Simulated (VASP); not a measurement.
Te2Mo:

```xyz
6
Lattice="3.4464 0.0000 0.0000 -1.7232 2.9847 0.0000 0.0000 0.0000 13.6883" Properties=species:S:1:pos:R:3 pbc="T T T"
Te    1.7232    0.9949    5.1879
Te    0.0000    1.9898   12.0321
Te    1.7232    0.9949    1.6563
Te    0.0000    1.9898    8.5005
Mo    1.7232    0.9949   10.2663
Mo    0.0000    1.9898    3.4221
```

Base run:

```yaml
Program: VASP 6.6.1
Functional: revPBE
Potentials_or_basis: VASP PAW PBE potentials, release 64 (Te, Mo_sv)
Cutoff: 520 eV
k_mesh: 9 × 9 × 2
Occupations: fermi-dirac, width 0.05 eV
Spin: no spin polarisation
```

Its results: band gap on the k mesh 0.75 eV, indirect (least direct gap 1.13 eV); pressure 11.9 GPa; largest force 1.200 eV/Å.

Question: The run is repeated on the same cell with these changes: functional from revPBE to PBE. What comes out?

Answer: Band gap on the k mesh 0.74 eV, indirect (least direct gap 1.13 eV); pressure 10.5 GPa; largest force 1.139 eV/Å.

PBE binds more tightly than revPBE, so the same cell stands under less pressure.

Caveats: spin-orbit coupling is left out, which moves the levels of the heavy elements; this functional lacks dispersion, which binds the layers, so the pressure and a relaxed spacing across them are unreliable; the PAW data sets were made with another functional, which shifts forces and pressure a little (some runs); forces of over 1 eV/Å act on the atoms, so gaps and moduli don't describe the material at rest (some runs).

A k mesh can miss the band edges.
